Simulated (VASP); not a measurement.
Crystal: CdHgS2.

```
Cd Hg S
1.0
     5.49447    0.00000    0.00000
     0.00000    5.49447    0.00000
     0.00000    0.00000    2.66561
Cd Hg S
1 1 2
Direct
  0.50000 0.50000 0.50000
  0.00000 0.00000 0.00000
  0.50000 0.00000 0.00000
  0.00000 0.50000 0.00000
```

| Item | Value |
| --- | --- |
| Program | VASP 6.6.1 |
| Task | relaxation of cell and atoms |
| Functional | PBE |
| Potentials or basis | VASP PAW PBE potentials, release 64 (Cd, Hg, S) |
| Cutoff | 600 eV |
| k mesh | 4 × 4 × 6 |
| Occupations | gaussian, width 0.1 eV |
| Spin | no spin polarisation |

At the start: pressure 7.0 GPa; volume 20.12 Å³/atom.

Task: Where does the relaxation end?

Result: Over 15 steps the energy falls by 183.1 meV/atom and the volume is 22.32 Å³/atom (+10.9 %); space group P4/mmm (No. 123, to 0.1 Å) before and after.

The path:
```tsv
step	energy change (eV)	largest force (eV/Å)	pressure (GPa)	volume (Å³)
1	0.0000	0.0000	7.02	80.47
2	-0.4147	0.0000	-2.88	90.95
3	-0.4047	0.0000	-4.70	94.66
4	-0.4177	0.0000	-3.66	92.40
5	-0.6473	0.0000	-1.87	89.15
6	-0.6613	0.0000	-1.28	88.46
7	-0.6926	0.0000	0.12	87.05
8	-0.6591	0.0000	4.52	84.08
9	-0.7034	0.0000	1.18	86.21
10	-0.7037	0.0000	1.60	85.90
11	-0.7300	0.0000	0.68	88.30
12	-0.7312	0.0000	0.50	88.79
13	-0.7312	0.0000	0.48	88.86
14	-0.7314	0.0000	-0.30	89.64
15	-0.7323	0.0000	0.08	89.27
```

Final structure:
```yaml
crystal:
  lattice:
    - [5.15392, 0.00000, 0.00000]
    - [0.00000, 5.15392, 0.00000]
    - [0.00000, 0.00000, 3.36070]
  atoms:
    - { symbol: Cd, position: [0.50000, 0.50000, 0.50000] }
    - { symbol: Hg, position: [0.00000, 0.00000, 0.00000] }
    - { symbol: S, position: [0.50000, 0.00000, 0.00000] }
    - { symbol: S, position: [0.00000, 0.50000, 0.00000] }
```

Caveat: the k points lie up to 0.31 Å⁻¹ apart in the final cell, too coarse for converged energies and pressures of a metal; a cell axis changed by over 15 % at a fixed basis, so the end point is rough.
